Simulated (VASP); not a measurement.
Runs of VASP 6.6.1 on VN2. Symmetry: I4/mcm, No. 140, tetragonal system. Conventional cell: a = 4.301 Å, b = 4.301 Å, c = 4.983 Å, α = 90.00°, β = 90.00°, γ = 90.00°. Within 2.8 Å of V (site symmetry 422) lie 8 N at 2.13 Å and 2 V at 2.49 Å. N (site symmetry m2m) has 1 N at 1.40 Å within 1.9 Å. 

```csv
k mesh,gap on the mesh (eV),pressure (GPa),moment (μB),largest force (eV/Å)
4 × 4 × 4,none,-0.2,0.00,0.42
7 × 7 × 7,none,-0.2,0.00,(a)
3 × 3 × 3,0.14,-0.5,0.00,0.41
6 × 6 × 6,none,-0.2,0.00,0.40
5 × 5 × 5,none,(b),0.00,0.33
```

Alike in all rows: task single point; level PBE; potentials or basis VASP PAW PBE potentials, release 64 (V_sv, N); spin collinear, ferromagnetic start; cell as given; cutoff (eV) 520; smearing fermi-dirac 0.05 eV.

**Question.** Fill in the values left out.

**Answer.** (a) 0.35; (b) -0.3.

Caveats: some runs use coarse meshes.

A k mesh can miss the band edges.

A gap of «none» marks levels without a gap at the run's occupations.
